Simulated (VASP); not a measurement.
# Be (P1) in VASP: notebook

Be is run at these levels: LDA; tasks: single point.

All numbers are computed with VASP 6.6.1; they aren't measurements. Logs are shortened: lines on timing, memory, paths and dates and some standing lists are left out, and cuts for length are marked.

**1. The cell of the first run**

The typed cell holds 4 atoms: a = 3.747 Å, b = 3.747 Å, c = 2.281 Å, α = 90.00°, β = 90.00°, γ = 90.00°.

**2. Single point, LDA**

INCAR reads:

```
SYSTEM = Be
PREC = Accurate
ENCUT = 600
EDIFF = 1E-6
ISMEAR = -1
SIGMA = 0.1
LREAL = .False.
LASPH = .True.
NELM = 120
ALGO = Normal
ISIF = 2
LWAVE = .False.
LCHARG = .False.
NBANDS = 12
GGA_COMPAT = .False.
```

KPOINTS reads:

```
regular mesh
0
Gamma
  4 4 6
  0 0 0
```

POSCAR reads:

```
Be
1.0
    3.7468100000      0.0000000000      0.0000000000
    0.0000000000      3.7468100000      0.0000000000
    0.0000000000      0.0000000000      2.2812800000
Be
4
Direct
    0.3199150361      0.2547082342      0.0157203148
    0.6866115625      0.7429358956      0.0166021851
    0.1765321119      0.7664413676      0.4823015548
    0.8169412607      0.2359145641      0.4853764568
```

Potentials or basis: VASP PAW LDA potentials, release 64 (Be).

Launch:

```
cat potpaw_LDA.64/Be/POTCAR > POTCAR
mpirun -np 1 vasp_std > vasp.out
```

OUTCAR:

```text
SYSTEM = Be
   PREC = Accurate
   ENCUT = 600
   EDIFF = 1E-6
   ISMEAR = -1
   LREAL = .False.
   LASPH = .True.
   NELM = 120
   ISIF = 2

 ion  position               nearest neighbor table
   1  0.320  0.255  0.016-   4 2.15   4 2.17   3 2.18   4 2.22   4 2.24   3 2.26   3 2.26   2 2.29
                             3 2.33   2 2.36
   2  0.687  0.743  0.017-   3 2.12   3 2.19   4 2.19   3 2.21   4 2.23   4 2.26   3 2.27   1 2.29
                             4 2.31   1 2.36
   3  0.177  0.766  0.482-   2 2.12   1 2.18   2 2.19   2 2.21   4 2.22   1 2.26   1 2.26   2 2.27
                             1 2.33
   4  0.817  0.236  0.485-   1 2.15   1 2.17   2 2.19   3 2.22   1 2.22   2 2.23   1 2.24   2 2.26
                             2 2.31

  LATTYP: Found a simple tetragonal cell.
 ALAT       =     3.7468100000
 C/A-ratio  =     0.6088592696

  Lattice vectors:

 A1 = (   3.7468100000,   0.0000000000,   0.0000000000)
 A2 = (   0.0000000000,   3.7468100000,   0.0000000000)
 A3 = (   0.0000000000,   0.0000000000,   2.2812800000)

Analysis of symmetry for initial positions (statically):
=====================================================================
 Subroutine PRICEL returns:
 Original cell was already a primitive cell.

 Routine SETGRP: Setting up the symmetry group for a
 simple tetragonal supercell.

 Subroutine GETGRP returns: Found  1 space group operations
 (whereof  1 operations were pure point group operations)
 out of a pool of 16 trial point group operations.

The static configuration has the point symmetry C_1 .

Analysis of symmetry for dynamics (positions and initial velocities):
=====================================================================
 Subroutine PRICEL returns:
 Original cell was already a primitive cell.

 Routine SETGRP: Setting up the symmetry group for a
 simple tetragonal supercell.

 Subroutine GETGRP returns: Found  1 space group operations
 (whereof  1 operations were pure point group operations)
 out of a pool of 16 trial point group operations.

The dynamic configuration has the point symmetry C_1 .

 Subroutine INISYM returns: Found  1 space group operations
 (whereof  1 operations are pure point group operations),
 and found     1 'primitive' translations

----------------------------------------------------------------------------------------

                                     Primitive cell

  volume of cell :      32.0259

  direct lattice vectors                    reciprocal lattice vectors
     3.746810000  0.000000000  0.000000000     0.266893704  0.000000000  0.000000000
     0.000000000  3.746810000  0.000000000     0.000000000  0.266893704  0.000000000
[... 99 lines left out ...]
   PSTRESS=    0.0 pullay stress
   NELECT =       8.0000    total number of electrons
   NUPDOWN=      -1.0000    fix difference up-down
   EMIN   =  10.00;   EMAX   =-10.00  energy-range for DOS
   EFERMI =   0.00;   METHOD = LEGACY
   ISMEAR =    -1;   SIGMA  =   0.10  broadening in eV -4-tet -1-fermi 0-gaus
   EFERMI_NEDOS =   21; number of points for ismear=-14 and -15
   IALGO  =     38    algorithm
   IMIX   =      4    mixing-type and parameters
     AMIX     =   0.40;   BMIX     =  1.00
     AMIX_MAG =   1.60;   BMIX_MAG =  1.00
  volume/ion in A,a.u.               =       8.01        54.03
  Fermi-wavevector in a.u.,A,eV,Ry     =   1.031029  1.948362 14.463274  1.063021
  Thomas-Fermi vector in A             =   2.165157
   LORBIT       =      0    0 simple, 1 ext, 2 COOP (PROOUT), +10 PAW based schemes
   GGA     = CA    functional components
   LHFCALC =     F    Hartree Fock is set to
   AEXX    =    0.0000 exact exchange contribution
   IVDW    =     0    specifies the selected vdW correction
   LEPSILON=     F    determine dielectric tensor
   LRPA    =     F    only Hartree local field effects (RPA)
 non-spin polarized calculation
  energy-cutoff  :      600.00
  volume of cell :       32.03
 maximum number of plane-waves:      1089
 NGX is ok and might be reduce to    30
   NGX = 15   NGY = 15   NGZ =  9

 number of electron       8.0000000 magnetization

 Free energy of the ion-electron system (eV)
  ---------------------------------------------------
  ext. energy  EPLUGINS =         0.00000000
  ---------------------------------------------------
  free energy    TOTEN  =       -16.56480966 eV

  energy without entropy =      -16.54795003  energy(sigma->0) =      -16.55637985

 E-fermi :   6.6692     XC(G=0): -10.5794

 val. band max:        6.6551175867   @ k =   0.2500   0.0000   0.0000
 cond. band min:       6.8497633695   @ k =   0.0000   0.0000   0.1667
 fundamental gap:      0.1946457828
 Fermi energy:         6.6691960353

 k-point     1 :       0.0000    0.0000    0.0000
  band No.  band energies     occupation
      1      -4.4646      2.00000
      2       1.6840      2.00000
      3       2.1012      2.00000
      4       4.7781      2.00000
      5       6.6404      1.14300
      6      10.4533      0.00000
      7      12.2242      0.00000
      8      13.9095      0.00000
      9      15.6681      0.00000
     10      17.0339      0.00000
     11      22.0495      0.00000
     12      22.6913      0.00000
[... 331 lines left out ...]
 k-point    24 :       0.5000   -0.2500    0.1667
  band No.  band energies     occupation
      1      -1.4872      2.00000
      2      -1.4164      2.00000
      3       2.4293      2.00000
      4       2.5349      2.00000
      5      10.8737      0.00000
      6      10.9913      0.00000
      7      14.5485      0.00000
      8      14.7257      0.00000
      9      16.4206      0.00000
     10      16.6240      0.00000
     11      19.5958      0.00000
     12      19.6525      0.00000

 [... further k-points ...]
[... 5 lines left out ...]
  --------------------------------------------------------------------------------------
  -------------------------------------------------------------------------------------
  Total        0.9395098     -4.3757360      0.0364731      0.0703017     -0.0116134      0.0536603
  in kB       47.0013124   -218.9070550      1.8246578      3.5170191     -0.5809893      2.6844913
  external PRESSURE =     -56.6936949 kB  Pullay stress =       0.0000000 kB

 VOLUME and BASIS-vectors are now :
 -----------------------------------------------------------------------------
  energy-cutoff  :      600.00
  volume of cell :       32.03
      direct lattice vectors                 reciprocal lattice vectors
     3.746810000  0.000000000  0.000000000     0.266893704  0.000000000  0.000000000
     0.000000000  3.746810000  0.000000000     0.000000000  0.266893704  0.000000000
     0.000000000  0.000000000  2.281280000     0.000000000  0.000000000  0.438350400

 POSITION                                       TOTAL-FORCE (eV/Angst)
 -----------------------------------------------------------------------------------
      1.19866      0.95434      0.03586         0.034995      0.174038     -0.430949
      2.57260      2.78364      0.03787        -0.359671     -0.109391     -0.455506
      0.66143      2.87171      1.10026         0.167461     -0.260703      0.468546
      3.06092      0.88393      1.10728         0.157215      0.196055      0.417909
 -----------------------------------------------------------------------------------
    total drift:                               -0.000009     -0.000020      0.000008

  FREE ENERGIE OF THE ION-ELECTRON SYSTEM (eV)
  ---------------------------------------------------
  free  energy   TOTEN  =       -16.5648096635 eV

  energy  without entropy=      -16.5479500322  energy(sigma->0) =      -16.55637985
```

It took 26 s on 1 thread of Intel Xeon 8259CL, shared host; peak memory 0.13 GiB.

Results:

- Free energy: -16.5648 eV
- Pressure: -5.7 GPa
- Largest force: 0.591 eV/Å
- Band gap on the k mesh: zero (band 4 reaches 7.60 eV, above the bottom of band 5 at 6.33 eV)

Forces in eV/Å, atoms in the order of the input:
```
Be   0.035  0.174 -0.431
Be  -0.360 -0.109 -0.456
Be   0.167 -0.261  0.469
Be   0.157  0.196  0.418
```

Levels at points of the mesh, in eV from the Fermi level:
```
           k point  band 1  band 2  band 3  band 4  band 5  band 6  band 7  band 8
(0.00, 0.00, 0.00)  -11.13   -4.99   -4.57   -1.89   -0.03    3.78    5.56    7.24
(0.50, 0.00, 0.00)   -9.23   -9.17   -2.51   -2.36    0.68    0.78    9.22    9.55
(0.00, 0.50, 0.00)   -9.27   -9.12   -3.09   -2.95    2.08    2.09    8.33    8.91
(0.50, 0.50, 0.00)   -7.35   -7.26   -7.16   -7.09    8.22    8.50    8.73    8.92
(0.00, 0.00, 0.50)   -5.96   -5.75    0.81    0.93    1.50    1.97    2.24    2.69
(0.50, 0.00, 0.50)   -4.79   -4.73   -3.27   -3.19    3.33    3.43    5.72    5.83
(0.00, 0.50, 0.50)   -4.24   -4.05   -3.98   -3.79    3.46    3.66    4.32    4.53
(0.50, 0.50, 0.50)   -3.80   -3.72   -3.67   -3.59    1.66    1.67    1.75    1.76
```

Caveat: the k points lie up to 0.46 Å⁻¹ apart.

**3. Single point, LDA**

INCAR reads:

```
  ALGO = Normal
  EDIFF = 1E-6
  ENCUT = 600
  GGA_COMPAT = F
  ISIF = 2
  ISMEAR = -1
  LASPH = T
  LCHARG = F
  LREAL = F
  LWAVE = F
  NBANDS = 12
  NELM = 120
  PREC = Accurate
  SIGMA = 0.1
```

KPOINTS reads:

```
k-points
0
Gamma
  4 4 6
```

POSCAR reads:

```
Be
1.0
    3.7468100000      0.0000000000      0.0000000000
    0.0000000000      3.7468100000      0.0000000000
    0.0000000000      0.0000000000      2.2812800000
Be
4
Direct
    0.3237708365      0.2518918570      0.0202360870
    0.6837656361      0.7455727630      0.0183342740
    0.1728092128      0.7659648224      0.4736182453
    0.8196542840      0.2365706256      0.4878119581
```

Potentials or basis: VASP PAW LDA potentials, release 64 (Be).

Launch:

```
cat potpaw_LDA.64/Be/POTCAR > POTCAR
mpirun -np 1 vasp_std > vasp.out
```

Wall time 28 s (1 thread of Intel Xeon 8259CL, shared host); peak memory 0.13 GiB.

It converged, with:

```yaml
Free_energy: -16.5497 eV
Pressure: -5.5 GPa
Largest_force: 0.748 eV/Å
Band_gap_on_the_k_mesh: zero (band 4 reaches 7.62 eV, above the bottom of band 5 at 6.29 eV)
```

Forces in eV/Å, atoms in the order of the input:
```
Be  -0.031  0.204 -0.525
Be  -0.346 -0.135 -0.513
Be   0.232 -0.317  0.636
Be   0.144  0.249  0.402
```

Stress tensor (GPa, compression positive):
```
  5.97   0.31   0.19
  0.31 -22.54  -0.14
  0.19  -0.14  -0.06
```

Levels at points of the mesh, in eV from the Fermi level:
| k point | band 1 | band 2 | band 3 | band 4 | band 5 | band 6 | band 7 | band 8 |
| --- | --- | --- | --- | --- | --- | --- | --- | --- |
| (0.00, 0.00, 0.00) | -11.14 | -4.98 | -4.54 | -2.01 | -0.01 | 3.83 | 5.73 | 7.11 |
| (0.50, 0.00, 0.00) | -9.23 | -9.17 | -2.50 | -2.35 | 0.65 | 0.75 | 9.25 | 9.62 |
| (0.00, 0.50, 0.00) | -9.29 | -9.10 | -3.14 | -2.98 | 2.16 | 2.17 | 8.25 | 8.97 |
| (0.50, 0.50, 0.00) | -7.37 | -7.28 | -7.15 | -7.07 | 8.25 | 8.53 | 8.80 | 8.98 |
| (0.00, 0.00, 0.50) | -5.98 | -5.73 | 0.80 | 0.95 | 1.42 | 1.93 | 2.31 | 2.76 |
| (0.50, 0.00, 0.50) | -4.82 | -4.74 | -3.26 | -3.12 | 3.26 | 3.37 | 5.75 | 5.89 |
| (0.00, 0.50, 0.50) | -4.25 | -4.04 | -3.99 | -3.77 | 3.32 | 3.58 | 4.33 | 4.60 |
| (0.50, 0.50, 0.50) | -3.80 | -3.72 | -3.66 | -3.57 | 1.59 | 1.61 | 1.73 | 1.74 |

Caveat: the k points lie up to 0.46 Å⁻¹ apart.

(Continued in part 2 of 2.)
